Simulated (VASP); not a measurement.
NbH2: single point with PBEsol

Crystal: NbH2.

```
CELL_PARAMETERS angstrom
-0.08970 2.19457 2.19457
2.19457 -0.08970 2.19457
2.19457 2.19457 -0.08970
ATOMIC_POSITIONS crystal
Nb 0.00000 0.00000 0.00000
H 0.25000 0.25000 0.25000
H 0.75000 0.75000 0.75000
```

- Program: VASP 6.6.1
- Task: single point
- Functional: PBEsol
- Potentials or basis: VASP PAW PBE potentials, release 64 (Nb_sv, H)
- Cutoff: 520 eV
- k mesh: 16 × 16 × 16
- Occupations: gaussian, width 0.15 eV
- Spin: no spin polarisation

```yaml
Pressure: 6.1 GPa
Largest_force: 0.466 eV/Å
```

Forces on the atoms (eV/Å):
```
Nb   0.000  0.000  0.000
H    0.269  0.269  0.269
H   -0.269 -0.269 -0.269
```

Stress tensor (GPa, compression positive):
```
6.08 7.00 7.00
7.00 6.08 7.00
7.00 7.00 6.08
```

Levels at points of the mesh, in eV from the Fermi level:
| k point | band 5 | band 6 | band 7 | band 8 | band 9 | band 10 | band 11 | band 12 |
| --- | --- | --- | --- | --- | --- | --- | --- | --- |
| (0.00, 0.00, 0.00) | -10.98 | -1.72 | -1.72 | -1.14 | -0.97 | 1.42 | 1.42 | 12.72 |
| (0.50, 0.00, 0.00) | -8.68 | -5.03 | -1.62 | -0.86 | 2.57 | 2.97 | 5.23 | 6.54 |
| (0.50, 0.50, 0.00) | -7.88 | -4.93 | -4.64 | 2.85 | 3.04 | 3.42 | 6.90 | 7.95 |
| (0.50, 0.50, 0.50) | -8.77 | -4.46 | -1.46 | -1.46 | 3.08 | 3.08 | 4.81 | 7.17 |

Run time: 67 s on 1 thread of Intel(R) Xeon(R) Platinum 8259CL CPU @ 2.50GHz (Skylake/Cascade Lake), on a shared host, peak memory 0.24 GiB.

Caveat: the PAW data sets were made with another functional, which shifts forces and pressure a little.
